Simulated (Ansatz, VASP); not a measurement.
## Two plane-wave programs on Ba

```
Ba
1.0
     3.54714   -7.49795    0.00000
     3.54714    7.49795    0.00000
     0.00000    0.00000    4.34108
Ba
4
Direct
  0.12844 0.87156 0.00031
  0.62844 0.37156 0.49969
  0.87156 0.12844 0.99969
  0.37156 0.62844 0.50031
```

Alike in both runs: functional PBEsol; k mesh 8 × 8 × 10; occupations gaussian, width 0.1 eV; no spin polarisation.

Ansatz relaxed the structure, and its values are those at the end. VASP's run is a single point on that final structure, the one shown.

|  | VASP | Ansatz |
| --- | --- | --- |
| version | VASP 6.6.1 | Ansatz 0.2.0 |
| potentials or method | VASP PAW PBE potentials, release 64 (Ba_sv), cutoff 520 eV | scalar-relativistic, plane waves, PAW |
| valence electrons in the cell | 40 | 40 |

|  | VASP | Ansatz | Ansatz less VASP |
| --- | --- | --- | --- |
| gap on the k mesh at the Fermi level (eV) | none | none | - |
| pressure (GPa) | 0.1 | 0.0 | -0.10 |

VASP's potentials were made for PBE, not for PBEsol. A gap of «none» marks a metal or a gap that the smearing closes.

Neither program's run includes spin-orbit coupling.
